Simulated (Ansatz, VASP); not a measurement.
**W: VASP beside Ansatz**

File INCAR:

```
  ALGO = Fast
  EDIFF = 1E-7
  ENCUT = 520
  ISIF = 2
  ISMEAR = 0
  LASPH = True
  LCHARG = True
  LELF = True
  LREAL = False
  LVHAR = True
  LWAVE = False
  NBANDS = 13
  NELM = 100
  PREC = Accurate
  SIGMA = 0.15
```

Contents of KPOINTS:

```
k-points
0
Gamma
  22 22 22
```

File POSCAR:

```
W
1.0
    0.0000000000      2.1276176362      1.7316679941
    2.1276176362      0.0000000000      1.7316679941
    2.1276176362      2.1276176362      0.0000000000
W
1
Direct
    0.0000000000      0.0000000000      0.0000000000
```

Input for Ansatz:

```yaml
crystal:
  lattice:
    - [0.0, 2.1276176362, 1.7316679941]
    - [2.1276176362, 0.0, 1.7316679941]
    - [2.1276176362, 2.1276176362, 0.0]
  atoms:
    - { symbol: W, position: [0.0, 0.0, 0.0] }
basis:
  ecutwfc: 420
kpoints:
  mp_grid: { grid: [22, 22, 22] }
hamiltonian:
  xc: lda
  pseudopotentials: { kind: paw, azcp: { folder: soft_1 } }
scf:
  occupations: { method: gaussian, width: 0.15 }
output:
  forces: true
  stress: true
  eigenvalues: true
```

Alike in both runs: task single point; functional LDA; k mesh 22 × 22 × 22; occupations gaussian, width 0.15 eV; no spin polarisation.

```csv
,VASP,Ansatz
version,VASP 6.6.1,Ansatz 0.2.0
potentials or method,"VASP PAW LDA potentials, release 64 (W_sv), cutoff 520 eV","scalar-relativistic, plane waves, PAW"
valence electrons in the cell,14,14
```

Ansatz gave:

- gap on the k mesh at the Fermi level (eV): none
- pressure (GPa): -2.9
- traceless stress, the component that is largest in VASP (GPa): -21.23

Q: Which values does VASP return?

A: gap on the k mesh at the Fermi level (eV): none; pressure (GPa): -1.1; traceless stress, the component that is largest in VASP (GPa): -21.30.

Ansatz warns that its potentials were made for another functional, while VASP's fit it. LDA's correlation is that of Perdew and Zunger in VASP and of Perdew and Wang (1992) in Ansatz. A gap of «none» marks a metal or a gap that the smearing closes.

Neither program's run includes spin-orbit coupling.
